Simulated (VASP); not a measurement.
Here is a VASP 6.6.1 calculation.

File POSCAR:

```
SrCl2
1.0
    4.4072489055      0.0249009563      0.0000000000
   -2.1820595920      3.8043390348      0.0000000000
    0.0000000000      0.0000000000      5.5960650195
Sr Cl
1 2
Direct
    0.0000000000      0.0000000000      0.0000000000
    0.3350144158      0.6666215186      0.2488396527
    0.6649855842      0.3333784814      0.7511603473
```

Contents of INCAR.step1:

```
SYSTEM = SrCl2
PREC = Accurate
ENCUT = 520
ISMEAR = 0
SIGMA = 0.01
LREAL = .False.
LASPH = .True.
NELM = 80
NBANDS = 19
GGA = PE
ALGO = Normal
EDIFF = 1E-4
LWAVE = .True.
LCHARG = .False.
```

Contents of INCAR.step2:

```
SYSTEM = SrCl2
PREC = Accurate
ENCUT = 520
EDIFF = 1E-6
ISMEAR = 0
SIGMA = 0.01
LREAL = .False.
LASPH = .True.
NELM = 80
ALGO = Normal
ISIF = 2
LWAVE = .False.
LCHARG = .False.
METAGGA = R2SCAN
LMIXTAU = .True.
NBANDS = 19
ISTART = 1
```

File KPOINTS:

```
regular mesh
0
Gamma
  6 6 6
  0 0 0
```

Potentials or basis: VASP PAW PBE potentials, release 64 (Sr_sv, Cl).

Launch:

```bash
$ cat potpaw_PBE.64/Sr_sv/POTCAR potpaw_PBE.64/Cl/POTCAR > POTCAR
$ cp INCAR.step1 INCAR
$ mpirun -np 1 vasp_std > vasp.out
$ cp INCAR.step2 INCAR
$ mpirun -np 1 vasp_std > vasp.out
```

(1) What does it give for the pressure?

(2) Estimate the largest force.

Answers

(1) 0.6 GPa.

(2) 0.011 eV/Å.

Caveat: the cell differs from its parent crystal (shear xy strain +1.1%); the PAW data sets were made with another functional, which shifts forces and pressure a little.
